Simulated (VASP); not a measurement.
# C (P-1) in VASP: further runs

The runs below take C through single point, with LDA.

Everything below comes from runs of VASP 6.6.1. Logs are shortened: lines on timing, memory, paths and dates and some standing lists are left out, and cuts for length are marked.

### Step 1. The cell of the first run

The typed cell holds 2 atoms: a = 3.635 Å, b = 3.635 Å, c = 3.635 Å, α = 39.49°, β = 39.49°, γ = 39.49°.

### Step 2. Single point, LDA (atom 1 (C) moved by (-0.150, +0.150) A along [1 1 0] and z)

File INCAR:

```
PREC = Accurate
ENCUT = 520
EDIFF = 1E-7
ISMEAR = 0
SIGMA = 0.05
LREAL = F
LASPH = T
NELM = 60
ALGO = Normal
ISIF = 2
LWAVE = F
LCHARG = T
GGA = CA
LELF = T
LVHAR = T
NBANDS = 11
```

File KPOINTS:

```
regular mesh
0
Gamma
  12 12 12
```

File POSCAR:

```
C
1.0
    1.2280263465      0.7090013417      3.3470108394
   -1.2280263465      0.7090013417      3.3470108394
    0.0000000000     -1.4180026834      3.3470108394
C
2
Direct
    0.1108199440      0.1971910691      0.2288050951
    0.8360000000      0.8360000000      0.8360000000
```

Potentials or basis: VASP PAW LDA potentials, release 64 (C).

On the command line:

```sh
> cat potpaw_LDA.64/C/POTCAR > POTCAR
> mpirun -np 1 vasp_std > vasp.out
```

OUTCAR:

```text
PREC = Accurate
   ENCUT = 520
   EDIFF = 1E-7
   ISMEAR = 0
   LREAL = F
   LASPH = T
   NELM = 60
   ISIF = 2
   GGA = CA

 ion  position               nearest neighbor table
   1  0.111  0.197  0.229-   2 1.32   2 1.39   2 1.57
   2  0.836  0.836  0.836-   1 1.32   1 1.39   1 1.57

  LATTYP: Found a trigonal (rhomboedric) cell.
 ALAT       =     3.6349983727
 COS(alpha) =     0.7717362630

  Lattice vectors:

 A1 = (   1.2280263465,   0.7090013417,   3.3470108394)
 A2 = (  -1.2280263465,   0.7090013417,   3.3470108394)
 A3 = (   0.0000000000,  -1.4180026834,   3.3470108394)

Analysis of symmetry for initial positions (statically):
=====================================================================
 Subroutine PRICEL returns:
 Original cell was already a primitive cell.

 Routine SETGRP: Setting up the symmetry group for a
 trigonal (rhombohedral) supercell.

 Subroutine GETGRP returns: Found  2 space group operations
 (whereof  1 operations were pure point group operations)
 out of a pool of 12 trial point group operations.

The static configuration has the point symmetry C_1 .
 The point group associated with its full space group is S_2 .

Analysis of symmetry for dynamics (positions and initial velocities):
=====================================================================
 Subroutine PRICEL returns:
 Original cell was already a primitive cell.

 Routine SETGRP: Setting up the symmetry group for a
 trigonal (rhombohedral) supercell.

 Subroutine GETGRP returns: Found  2 space group operations
 (whereof  1 operations were pure point group operations)
 out of a pool of 12 trial point group operations.

The dynamic configuration has the point symmetry C_1 .
 The point group associated with its full space group is S_2 .

 Subroutine INISYM returns: Found  2 space group operations
 (whereof  1 operations are pure point group operations),
 and found     1 'primitive' translations

----------------------------------------------------------------------------------------

                                     Primitive cell

  volume of cell :      17.4849

  direct lattice vectors                    reciprocal lattice vectors
     1.228026347  0.709001342  3.347010839     0.407157388  0.235072428  0.099591352
    -1.228026347  0.709001342  3.347010839    -0.407157388  0.235072428  0.099591352
     0.000000000 -1.418002683  3.347010839     0.000000000 -0.470144855  0.099591352

[... 84 lines left out ...]
   LREAL  =      F    real-space projection
   EDIFFG = 0.1E-05   stopping-criterion for IOM
   NSW    =      0    number of steps for IOM
   IBRION =     -1    ionic relax: 0-MD 1-quasi-New 2-CG
   NFREE  =      0    steps in history (QN), initial steepest desc. (CG)
   ISIF   =      2    stress and relaxation
   ISYM   =      2    0-nonsym 1-usesym 2-fastsym
   POTIM  = 0.5000    time-step for ionic-motion
   TEBEG  =    0.0;   TEEND  =   0.0 temperature during run
   PSTRESS=    0.0 pullay stress
   NELECT =       8.0000    total number of electrons
   NUPDOWN=      -1.0000    fix difference up-down
   EMIN   =  10.00;   EMAX   =-10.00  energy-range for DOS
   EFERMI =   0.00;   METHOD = LEGACY
   ISMEAR =     0;   SIGMA  =   0.05  broadening in eV -4-tet -1-fermi 0-gaus
   EFERMI_NEDOS =   21; number of points for ismear=-14 and -15
   IALGO  =     38    algorithm
   IMIX   =      4    mixing-type and parameters
     AMIX     =   0.40;   BMIX     =  1.00
     AMIX_MAG =   1.60;   BMIX_MAG =  1.00
  volume/ion in A,a.u.               =       8.74        59.00
  Fermi-wavevector in a.u.,A,eV,Ry     =   1.261490  2.383870 21.651724  1.591357
  Thomas-Fermi vector in A             =   2.394946
   LORBIT       =      0    0 simple, 1 ext, 2 COOP (PROOUT), +10 PAW based schemes
   GGA     = CA    functional components
   LHFCALC =     F    Hartree Fock is set to
   AEXX    =    0.0000 exact exchange contribution
   IVDW    =     0    specifies the selected vdW correction
   LEPSILON=     F    determine dielectric tensor
   LRPA    =     F    only Hartree local field effects (RPA)
 non-spin polarized calculation
 Gauss-broadening in eV      SIGMA  =   0.05
  energy-cutoff  :      520.00
  volume of cell :       17.48
 maximum number of plane-waves:       483
   NGX = 13   NGY = 13   NGZ = 13

 number of electron       8.0000000 magnetization

 Free energy of the ion-electron system (eV)
  ---------------------------------------------------
  ext. energy  EPLUGINS =         0.00000000
  ---------------------------------------------------
  free energy    TOTEN  =       -19.59107036 eV

  energy without entropy =      -19.59104026  energy(sigma->0) =      -19.59105531

 E-fermi :   4.5311     XC(G=0): -10.7916

 val. band max:        4.4901477833   @ k =   0.0000  -0.2500   0.3333
 cond. band min:       4.5558784214   @ k =   0.5000   0.5000   0.0000
 fundamental gap:      0.0657306381
 Fermi energy:         4.5311475437

 k-point     1 :       0.0000    0.0000    0.0000
  band No.  band energies     occupation
      1     -14.8966      2.00000
      2      -1.9984      2.00000
      3      -0.4186      2.00000
      4       4.1404      2.00000
      5       8.3217      0.00000
      6      10.1452      0.00000
      7      15.9218      0.00000
      8      16.3372      0.00000
      9      17.9744      0.00000
     10      27.0033      0.00000
     11      29.3546      0.00000
[... 309 lines left out ...]
 k-point    24 :      -0.1667    0.0000   -0.0833
  band No.  band energies     occupation
      1     -14.3773      2.00000
      2      -1.6447      2.00000
      3      -1.2055      2.00000
      4       1.9647      2.00000
      5       9.1578      0.00000
      6      11.1224      0.00000
      7      14.9148      0.00000
      8      17.6976      0.00000
      9      18.5376      0.00000
     10      25.5526      0.00000
     11      28.0663      0.00000

 [... further k-points ...]
[... 5 lines left out ...]
  --------------------------------------------------------------------------------------
  -------------------------------------------------------------------------------------
  Total       -0.4254783      2.3068635     -0.1614822     -1.0871020      0.5563455      0.4031344
  in kB      -38.9874553    211.3826654    -14.7969453    -99.6133991     50.9790885     36.9400400
  external PRESSURE =      52.5327549 kB  Pullay stress =       0.0000000 kB

 VOLUME and BASIS-vectors are now :
 -----------------------------------------------------------------------------
  energy-cutoff  :      520.00
  volume of cell :       17.48
      direct lattice vectors                 reciprocal lattice vectors
     1.228026347  0.709001342  3.347010839     0.407157388  0.235072428  0.099591352
    -1.228026347  0.709001342  3.347010839    -0.407157388  0.235072428  0.099591352
     0.000000000 -1.418002683  3.347010839     0.000000000 -0.470144855  0.099591352

 POSITION                                       TOTAL-FORCE (eV/Angst)
 -----------------------------------------------------------------------------------
     -0.10607     -0.10607      1.79673         4.168247      5.705457     -1.466316
      0.00000      0.00000      8.39430        -4.168247     -5.705457      1.466316
 -----------------------------------------------------------------------------------
    total drift:                                0.000000      0.000001     -0.000002

  FREE ENERGIE OF THE ION-ELECTRON SYSTEM (eV)
  ---------------------------------------------------
  free  energy   TOTEN  =       -19.5910703578 eV

  energy  without entropy=      -19.5910402630  energy(sigma->0) =      -19.59105531
```

Run time: 3.4 min. Hardware: 1 thread of Intel Xeon 6975P-C, shared host; peak memory 0.24 GiB.

What came out:

```yaml
Free_energy: -19.5911 eV
Pressure: 5.3 GPa
Largest_force: 7.216 eV/Å
Band_gap_on_the_k_mesh: 0.07 eV, indirect (least direct gap 0.26 eV)
```

Forces in eV/Å, atoms in the order of the input:
```
C    4.168  5.705 -1.466
C   -4.168 -5.705  1.466
```

Caveat: the cell differs from its parent crystal (atom 1 (C) moved by (-0.150, +0.150) A along [1 1 0] and z); forces of over 1 eV/Å act on the atoms, so gaps and moduli don't describe the material at rest. A k mesh can miss the band edges.

### Step 3. Single point, LDA (atom 1 (C) moved by (+0.150, -0.150) A along [1 1 0] and z)

File INCAR:

```
PREC = Accurate
ENCUT = 520
EDIFF = 1E-6
ISMEAR = 0
SIGMA = 0.05
LREAL = False
LASPH = True
NELM = 80
ALGO = Normal
ISIF = 2
LWAVE = False
LCHARG = True
GGA = CA
LELF = True
LVHAR = True
NBANDS = 11
```

File KPOINTS:

```
Automatic mesh
0
Gamma
  12 12 12
```

POSCAR, as its differences from that of step 2:

```diff
@@ -8,3 +8,3 @@
 Direct
-    0.1108199440      0.1971910691      0.2288050951
+    0.2171800560      0.1308089309      0.0991949049
     0.8360000000      0.8360000000      0.8360000000
```

Potentials or basis: VASP PAW LDA potentials, release 64 (C).

On the command line:

```sh
> cat potpaw_LDA.64/C/POTCAR > POTCAR
> mpirun -np 1 vasp_std > vasp.out
```

Wall time 2.9 min (1 thread of Intel Xeon 6975P-C, shared host); peak memory 0.24 GiB.

It converged, with:

| Property | Result |
| --- | --- |
| Free energy | -19.2571 eV |
| Pressure | 5.0 GPa |
| Largest force | 9.060 eV/Å |
| Band gap on the k mesh | 0.16 eV, indirect (least direct gap 0.29 eV) |

Forces in eV/Å, atoms in the order of the input:
```
C   -6.717 -5.317  2.949
C    6.717  5.317 -2.949
```

Stress tensor (GPa, compression positive):
```
21.80 12.98 12.45
12.98  0.17  9.80
12.45  9.80 -7.00
```

Levels at points of the mesh, in eV from the valence-band top:
| k point | band 1 | band 2 | band 3 | band 4 | band 5 | band 6 | band 7 | band 8 |
| --- | --- | --- | --- | --- | --- | --- | --- | --- |
| (0.00, 0.00, 0.00) | -19.12 | -6.15 | -4.29 | 0.00 | 3.40 | 5.91 | 10.93 | 12.46 |
| (0.50, 0.00, 0.00) | -13.91 | -13.07 | -4.89 | -0.32 | 0.16 | 8.55 | 11.33 | 13.40 |
| (0.00, 0.50, 0.00) | -14.06 | -12.37 | -5.56 | -1.81 | 2.03 | 6.94 | 12.12 | 13.58 |
| (0.00, 0.00, 0.50) | -14.15 | -11.92 | -6.22 | -2.18 | 2.62 | 7.31 | 12.33 | 13.63 |
| (0.50, 0.50, 0.00) | -14.03 | -11.81 | -6.26 | -3.22 | 2.85 | 6.94 | 11.61 | 15.95 |
| (0.50, 0.00, 0.50) | -13.95 | -12.27 | -5.60 | -2.90 | 2.19 | 6.61 | 11.87 | 15.95 |
| (0.00, 0.50, 0.50) | -13.82 | -12.94 | -4.96 | -1.69 | 0.19 | 8.14 | 12.37 | 16.08 |
| (0.50, 0.50, 0.50) | -18.79 | -8.35 | -4.29 | -0.03 | 5.90 | 10.24 | 10.49 | 11.27 |

Caveat: the cell differs from its parent crystal (atom 1 (C) moved by (+0.150, -0.150) A along [1 1 0] and z); forces of over 1 eV/Å act on the atoms, so gaps and moduli don't describe the material at rest. A k mesh can miss the band edges.
